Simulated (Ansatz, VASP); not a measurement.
**Two plane-wave programs on Sc2Al**

```xyz
6
Lattice="4.8926 0.0000 0.0000 -2.4463 4.2371 0.0000 0.0000 0.0000 6.1614" Properties=species:S:1:pos:R:3 pbc="T T T"
Sc    0.0000    0.0000    0.0000
Sc    0.0000    0.0000    3.0807
Sc    0.0000    2.8248    4.6211
Sc    2.4463    1.4124    1.5404
Al    0.0000    2.8248    1.5404
Al    2.4463    1.4124    4.6211
```

Alike in both runs: task single point; functional r2SCAN; k mesh 6 × 6 × 3; occupations gaussian, width 0.05 eV; no spin polarisation.

|  | VASP | Ansatz |
| --- | --- | --- |
| version | VASP 6.6.1 | Ansatz 0.2.0 |
| potentials or method | VASP PAW PBE potentials, release 64 (Sc_sv, Al), cutoff 520 eV | scalar-relativistic, plane waves, PAW |
| valence electrons in the cell | 50 | 50 |

|  | VASP | Ansatz | Ansatz less VASP |
| --- | --- | --- | --- |
| gap on the k mesh at the Fermi level (eV) | none | none | - |
| pressure (GPa) | 0.1 | -0.1 | -0.19 |
| traceless stress, the component that is largest in VASP (GPa) | 0.34 | 0.35 | +0.010 |

VASP's potentials were made for PBE, not for r2SCAN. A gap of «none» marks a metal or a gap that the smearing closes.
